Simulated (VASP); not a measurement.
# VN (Fm-3m) in VASP: settings compared

VN is run at these levels: PBE+D4, PBE; tasks: single point, relaxation of cell and atoms.

Everything below comes from runs of VASP 6.6.1. Logs are shortened: lines on timing, memory, paths and dates and some standing lists are left out, and cuts for length are marked.

## Step 1: The cell of the first run

Symmetry: Fm-3m, No. 225, cubic system. The conventional cell has a = 4.116 Å, b = 4.116 Å, c = 4.116 Å, α = 90.00°, β = 90.00°, γ = 90.00°. V (site symmetry m-3m) has 6 N at 2.06 Å within 2.7 Å. Within 2.7 Å of N (site symmetry m-3m) lie 6 V at 2.06 Å.

## Step 2: Single point, PBE+D4

File INCAR:

```
SYSTEM = VN
PREC     = Accurate       ! precision mode
ENCUT    = 600            ! plane-wave cutoff, eV
EDIFF    = 1E-6           ! SCF threshold, eV
ISMEAR   = 0              ! smearing method
SIGMA    = 0.1            ! smearing width, eV
LREAL    = .FALSE.        ! projectors in reciprocal space
LASPH    = .TRUE.         ! aspherical terms in the spheres
NELM     = 120            ! most SCF steps
ALGO     = Normal         ! electronic algorithm
ISIF     = 2              ! what is computed and relaxed
LWAVE    = .FALSE.        ! write WAVECAR
LCHARG   = .FALSE.        ! write CHGCAR
GGA      = PE             ! functional
IVDW     = 13             ! dispersion correction
NBANDS   = 16             ! bands
GGA_COMPAT= .FALSE.
```

File KPOINTS:

```
Automatic mesh
0
G
  18 18 18
  0 0 0
```

File POSCAR:

```
VN
1.0
    0.0000000000      2.0581602468      2.0581602468
    2.0581602468      0.0000000000      2.0581602468
    2.0581602468      2.0581602468      0.0000000000
V N
1 1
Direct
    0.5000000000      0.5000000000      0.5000000000
    0.0000000000      0.0000000000      0.0000000000
```

Potentials or basis: VASP PAW PBE potentials, release 64 (V_sv, N).

Command:

```console
> cat potpaw_PBE.64/V_sv/POTCAR potpaw_PBE.64/N/POTCAR > POTCAR
> mpirun -np 1 vasp_std > vasp.out
```

OUTCAR:

```text
SYSTEM = VN
   PREC = Accurate
   ENCUT = 600
   EDIFF = 1E-6
   ISMEAR = 0
   LREAL = .FALSE.
   LASPH = .TRUE.
   NELM = 120
   ISIF = 2
   GGA = PE
   IVDW = 13

 ion  position               nearest neighbor table
   1  0.500  0.500  0.500-   2 2.06   2 2.06   2 2.06   2 2.06   2 2.06   2 2.06
   2  0.000  0.000  0.000-   1 2.06   1 2.06   1 2.06   1 2.06   1 2.06   1 2.06

  LATTYP: Found a face centered cubic cell.
 ALAT       =     4.1163204936

  Lattice vectors:

 A1 = (   0.0000000000,   2.0581602468,   2.0581602468)
 A2 = (   2.0581602468,   0.0000000000,   2.0581602468)
 A3 = (   2.0581602468,   2.0581602468,   0.0000000000)

Analysis of symmetry for initial positions (statically):
=====================================================================
 Subroutine PRICEL returns:
 Original cell was already a primitive cell.

 Routine SETGRP: Setting up the symmetry group for a
 face centered cubic supercell.

 Subroutine GETGRP returns: Found 48 space group operations
 (whereof 48 operations were pure point group operations)
 out of a pool of 48 trial point group operations.

The static configuration has the point symmetry O_h .

Analysis of symmetry for dynamics (positions and initial velocities):
=====================================================================
 Subroutine PRICEL returns:
 Original cell was already a primitive cell.

 Routine SETGRP: Setting up the symmetry group for a
 face centered cubic supercell.

 Subroutine GETGRP returns: Found 48 space group operations
 (whereof 48 operations were pure point group operations)
 out of a pool of 48 trial point group operations.

The dynamic configuration has the point symmetry O_h .

 Subroutine INISYM returns: Found 48 space group operations
 (whereof 48 operations are pure point group operations),
 and found     1 'primitive' translations

----------------------------------------------------------------------------------------

                                     Primitive cell

  volume of cell :      17.4368

  direct lattice vectors                    reciprocal lattice vectors
     0.000000000  2.058160247  2.058160247    -0.242935408  0.242935408  0.242935408
     2.058160247  0.000000000  2.058160247     0.242935408 -0.242935408  0.242935408
     2.058160247  2.058160247  0.000000000     0.242935408  0.242935408 -0.242935408

  length of vectors
     2.910678135  2.910678135  2.910678135     0.420776470  0.420776470  0.420776470

  position of ions in fractional coordinates (direct lattice)
     0.500000000  0.500000000  0.500000000
     0.000000000  0.000000000  0.000000000

  ion indices of the primitive-cell ions
   primitive index   ion index
                 1           1
                 2           2

----------------------------------------------------------------------------------------

 KPOINTS: Automatic mesh

Automatic generation of k-mesh.
 Grid dimensions read from file:
 generate k-points for:   18   18   18

 Generating k-lattice:

  Cartesian coordinates                     Fractional coordinates (reciprocal lattice)
    -0.013496412  0.013496412  0.013496412     0.055555556  0.000000000  0.000000000
     0.013496412 -0.013496412  0.013496412     0.000000000  0.055555556  0.000000000
     0.013496412  0.013496412 -0.013496412     0.000000000  0.000000000  0.055555556

  Length of vectors
     0.023376471  0.023376471  0.023376471

  Shift w.r.t. Gamma in fractional coordinates (k-lattice)
     0.000000000  0.000000000  0.000000000

 Subroutine IBZKPT returns following result:
 ===========================================

 Found    195 irreducible k-points:

 Following reciprocal coordinates:
            Coordinates               Weight
  0.000000  0.000000  0.000000      1.000000
  0.055556  0.000000  0.000000      8.000000
  0.111111  0.000000  0.000000      8.000000
  0.166667  0.000000  0.000000      8.000000
  0.222222  0.000000  0.000000      8.000000
  0.277778  0.000000  0.000000      8.000000
[... 16 lines left out ...]
 -0.277778  0.055556  0.000000     24.000000
 -0.222222  0.055556  0.000000     24.000000
 [... further k-points ...]
   k-points           NKPTS =    195   k-points in BZ     NKDIM =    195   number of bands    NBANDS=     16
   number of dos      NEDOS =    301   number of ions     NIONS =      2
   total plane-waves  NPLWV =  13824
   dimension x,y,z NGX =    24 NGY =   24 NGZ =   24
   dimension x,y,z NGXF=    48 NGYF=   48 NGZF=   48
   ions per type =               1   1
   NGX,Y,Z   is equivalent  to a cutoff of  13.71, 13.71, 13.71 a.u.
   NGXF,Y,Z  is equivalent  to a cutoff of  27.42, 27.42, 27.42 a.u.
 SYSTEM =  VN
   PREC   = accura    normal or accurate (medium, high low for compatibility)
   ISTART =      0    job   : 0-new  1-cont  2-samecut
   ICHARG =      2    charge: 1-file 2-atom 10-const
   ISPIN  =      1    spin polarized calculation?
   LNONCOLLINEAR =      F non collinear calculations
   LSORBIT =      F    spin-orbit coupling
   LASPH  =      T    aspherical Exc in radial PAW
   ENCUT  =  600.0 eV  44.10 Ry    6.64 a.u.   5.81  5.81  5.81*2*pi/ulx,y,z
   NELM   =    120;   NELMIN=  2; NELMDL= -5     # of ELM steps
   EDIFF  = 0.1E-05   stopping-criterion for ELM
   LREAL  =      F    real-space projection
   EDIFFG = 0.1E-04   stopping-criterion for IOM
   NSW    =      0    number of steps for IOM
   IBRION =     -1    ionic relax: 0-MD 1-quasi-New 2-CG
   NFREE  =      0    steps in history (QN), initial steepest desc. (CG)
   ISIF   =      2    stress and relaxation
   ISYM   =      2    0-nonsym 1-usesym 2-fastsym
   POTIM  = 0.5000    time-step for ionic-motion
   TEBEG  =    0.0;   TEEND  =   0.0 temperature during run
   PSTRESS=    0.0 pullay stress
   NELECT =      18.0000    total number of electrons
   NUPDOWN=      -1.0000    fix difference up-down
   EMIN   =  10.00;   EMAX   =-10.00  energy-range for DOS
   EFERMI =   0.00;   METHOD = LEGACY
   ISMEAR =     0;   SIGMA  =   0.10  broadening in eV -4-tet -1-fermi 0-gaus
   EFERMI_NEDOS =   21; number of points for ismear=-14 and -15
   IALGO  =     38    algorithm
   IMIX   =      4    mixing-type and parameters
     AMIX     =   0.40;   BMIX     =  1.00
     AMIX_MAG =   1.60;   BMIX_MAG =  1.00
  volume/ion in A,a.u.               =       8.72        58.83
  Fermi-wavevector in a.u.,A,eV,Ry     =   1.654537  3.126622 37.245849  2.737493
  Thomas-Fermi vector in A             =   2.742787
   LORBIT       =      0    0 simple, 1 ext, 2 COOP (PROOUT), +10 PAW based schemes
   GGA     = PE    functional components
   LHFCALC =     F    Hartree Fock is set to
   AEXX    =    0.0000 exact exchange contribution
   IVDW    =    13    specifies the selected vdW correction
   LEPSILON=     F    determine dielectric tensor
   LRPA    =     F    only Hartree local field effects (RPA)
 non-spin polarized calculation
 Gauss-broadening in eV      SIGMA  =   0.10
  energy-cutoff  :      600.00
  volume of cell :       17.44
 maximum number of plane-waves:       594
   NGX = 11   NGY = 11   NGZ = 11

 number of electron      18.0000005 magnetization

 Free energy of the ion-electron system (eV)
  ---------------------------------------------------
  ext. energy  EPLUGINS =         0.00000000
  ---------------------------------------------------
  free energy    TOTEN  =       -19.30789267 eV

  energy without entropy =      -19.30069276  energy(sigma->0) =      -19.30429271

 E-fermi :  12.0165     XC(G=0): -13.6274

 val. band max:       12.0138240369   @ k =  -0.3333   0.1111   0.0000
 cond. band min:      12.0184945004   @ k =  -0.3333   0.1667   0.0556
 fundamental gap:      0.0046704635
 Fermi energy:        12.0165074061

 k-point     1 :       0.0000    0.0000    0.0000
  band No.  band energies     occupation
      1     -53.4132      2.00000
      2     -27.0450      2.00000
      3     -27.0450      2.00000
      4     -27.0450      2.00000
      5      -5.9777      2.00000
      6       9.7833      2.00000
[... 8 lines left out ...]
     15      26.0623      0.00000
     16      31.9296      0.00000

 k-point     2 :       0.0556    0.0000    0.0000
  band No.  band energies     occupation
      1     -53.4109      2.00000
      2     -27.0607      2.00000
      3     -27.0465      2.00000
      4     -27.0465      2.00000
      5      -5.9141      2.00000
      6       9.2842      2.00000
[... 8 lines left out ...]
     15      26.0466      0.00000
     16      31.8591      0.00000

 k-point     3 :       0.1111    0.0000    0.0000
  band No.  band energies     occupation
      1     -53.4045      2.00000
      2     -27.1053      2.00000
      3     -27.0506      2.00000
      4     -27.0506      2.00000
      5      -5.7272      2.00000
      6       8.4104      2.00000
[... 8 lines left out ...]
     15      25.9371      0.00000
     16      31.6064      0.00000

 k-point     4 :       0.1667    0.0000    0.0000
  band No.  band energies     occupation
      1     -53.3946      2.00000
      2     -27.1731      2.00000
      3     -27.0569      2.00000
      4     -27.0569      2.00000
      5      -5.4292      2.00000
      6       7.4203      2.00000
[... 8 lines left out ...]
     15      25.6481      0.00000
     16      31.0818      0.00000

 k-point     5 :       0.2222    0.0000    0.0000
  band No.  band energies     occupation
      1     -53.3825      2.00000
      2     -27.2553      2.00000
      3     -27.0646      2.00000
      4     -27.0646      2.00000
      5      -5.0403      2.00000
      6       6.3992      2.00000
[... 8 lines left out ...]
     15      25.2738      0.00000
     16      30.2707      0.00000

 k-point     6 :       0.2778    0.0000    0.0000
  band No.  band energies     occupation
      1     -53.3695      2.00000
      2     -27.3418      2.00000
      3     -27.0728      2.00000
      4     -27.0728      2.00000
      5      -4.5896      2.00000
      6       5.4118      2.00000
[... 8 lines left out ...]
     15      25.0938      0.00000
     16      29.3023      0.00000
[... 267 lines left out ...]
 k-point    21 :      -0.3889    0.0556    0.0000
  band No.  band energies     occupation
      1     -53.3437      2.00000
      2     -27.4988      2.00000
      3     -27.1030      2.00000
      4     -27.0862      2.00000
      5      -3.5653      2.00000
      6       3.6273      2.00000
[... 8 lines left out ...]
     15      25.7568      0.00000
     16      27.1437      0.00000

 k-point    22 :      -0.3333    0.0556    0.0000
  band No.  band energies     occupation
      1     -53.3526      2.00000
      2     -27.4424      2.00000
      3     -27.0993      2.00000
      4     -27.0783      2.00000
      5      -3.9558      2.00000
      6       4.2628      2.00000
[... 8 lines left out ...]
     15      25.3452      0.00000
     16      27.7458      0.00000

 k-point    23 :      -0.2778    0.0556    0.0000
  band No.  band energies     occupation
      1     -53.3640      2.00000
      2     -27.3684      2.00000
      3     -27.0928      2.00000
      4     -27.0696      2.00000
      5      -4.4084      2.00000
      6       5.0713      2.00000
[... 8 lines left out ...]
     15      25.0779      0.00000
     16      28.5113      0.00000

 k-point    24 :      -0.2222    0.0556    0.0000
  band No.  band energies     occupation
      1     -53.3767      2.00000
      2     -27.2853      2.00000
      3     -27.0843      2.00000
      4     -27.0611      2.00000
      5      -4.8596      2.00000
      6       5.9818      2.00000
[... 8 lines left out ...]
     15      25.1610      0.00000
     16      29.3346      0.00000

 [... further k-points ...]

------------------------ aborting loop because EDIFF is reached ----------------------------------------

  DFT-D4 for vdW energy calculation

  Edisp (eV):   -0.74216

  FORCE on cell =-STRESS in cart. coord.  units (eV):
  Direction    XX          YY          ZZ          XY          YZ          ZX
  --------------------------------------------------------------------------------------
  -------------------------------------------------------------------------------------
  Total      -0.82313    -0.82313    -0.82313     0.00000     0.00000    -0.00000
  in kB     -75.63319   -75.63319   -75.63319     0.00000     0.00000    -0.00000
  external pressure =      -75.63 kB  Pullay stress =        0.00 kB

 VOLUME and BASIS-vectors are now :
 -----------------------------------------------------------------------------
  energy-cutoff  :      600.00
  volume of cell :       17.44
      direct lattice vectors                 reciprocal lattice vectors
     0.000000000  2.058160247  2.058160247    -0.242935408  0.242935408  0.242935408
     2.058160247  0.000000000  2.058160247     0.242935408 -0.242935408  0.242935408
     2.058160247  2.058160247  0.000000000     0.242935408  0.242935408 -0.242935408

 POSITION                                       TOTAL-FORCE (eV/Angst)
 -----------------------------------------------------------------------------------
      2.05816      2.05816      2.05816        -0.000000      0.000000     -0.000000
      0.00000      0.00000      0.00000         0.000000     -0.000000      0.000000
 -----------------------------------------------------------------------------------
    total drift:                                0.000000     -0.000000      0.000000

  FREE ENERGIE OF THE ION-ELECTRON SYSTEM (eV)
  ---------------------------------------------------
  free  energy   TOTEN  =       -20.0500554713 eV

  energy  without entropy=      -20.0428555563  energy(sigma->0) =      -20.04645551
```

Run time: 20 s. Hardware: 1 thread of Intel Xeon 6975P-C (Granite Rapids), shared host; peak memory 0.19 GiB.

Results:

- Free energy: -20.0501 eV
- Pressure: -7.6 GPa
- Band gap on the k mesh: zero (band 9 reaches 12.61 eV, above the bottom of band 10 at 10.48 eV)
- Dispersion energy per atom: -0.371 eV

Levels at points of the mesh, in eV from the Fermi level:
| k point | band 6 | band 7 | band 8 | band 9 | band 10 | band 11 | band 12 | band 13 |
| --- | --- | --- | --- | --- | --- | --- | --- | --- |
| (0.00, 0.00, 0.00) | -2.23 | -2.23 | -2.23 | -1.54 | -1.54 | -1.54 | -0.47 | -0.47 |
| (0.50, 0.00, 0.00) | -8.92 | -6.10 | -6.10 | 0.60 | 0.60 | 1.47 | 5.02 | 5.02 |
| (0.50, 0.50, 0.00) | -6.68 | -3.83 | -3.66 | -3.66 | 0.51 | 1.22 | 1.22 | 2.71 |

Caveat: the run has no spin polarisation, though such a crystal can be magnetic; pairwise dispersion overbinds metals, which lowers pressure and volume. With open d or f shells a metallic result of PBE can be an artefact of self-interaction; +U or a hybrid may open a gap.

(Part 1 of 2 ends here.)
